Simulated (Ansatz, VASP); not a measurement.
# One calculation of Ta2F, two programs

```xyz
6
Lattice="3.2911 0.0000 0.0000 0.0000 3.2911 0.0000 0.0000 0.0000 8.5958" Properties=species:S:1:pos:R:3 pbc="T T T"
Ta    1.6456    0.0000    6.0963
Ta    0.0000    1.6456    7.7884
Ta    0.0000    1.6456    2.4996
Ta    1.6456    0.0000    0.8074
F     0.0000    1.6456    4.5814
F     1.6456    0.0000    4.0145
```

Alike in both runs: functional PBE; k mesh 5 × 5 × 2; occupations gaussian, width 0.2 eV; no spin polarisation.

Ansatz relaxed the structure, and its values are those at the end. VASP's run is a single point on that final structure, the one shown.

|  | VASP | Ansatz |
| --- | --- | --- |
| version | VASP 6.6.1 | Ansatz 0.2.0 |
| potentials or method | VASP PAW PBE potentials, release 64 (Ta_pv, F), cutoff 520 eV | scalar-relativistic, plane waves, PAW |
| valence electrons in the cell | 58 | 66 |

```tsv
	VASP	Ansatz	Ansatz less VASP
gap on the k mesh at the Fermi level (eV)	none	none	-
pressure (GPa)	0.2	0.2	-0.02
rms of the force components (eV/Å)	0.033	0.011	-0.0222
```

A gap of «none» marks a metal or a gap that the smearing closes. The functional is the same, so the differences come from potentials, cutoffs and numerics. VASP's potentials hold 58 valence electrons a cell and Ansatz's 66, so a difference there can come from the potentials and not from the codes.

The k mesh is coarse, so the values compare programs but aren't converged. Spin-orbit coupling is off throughout.
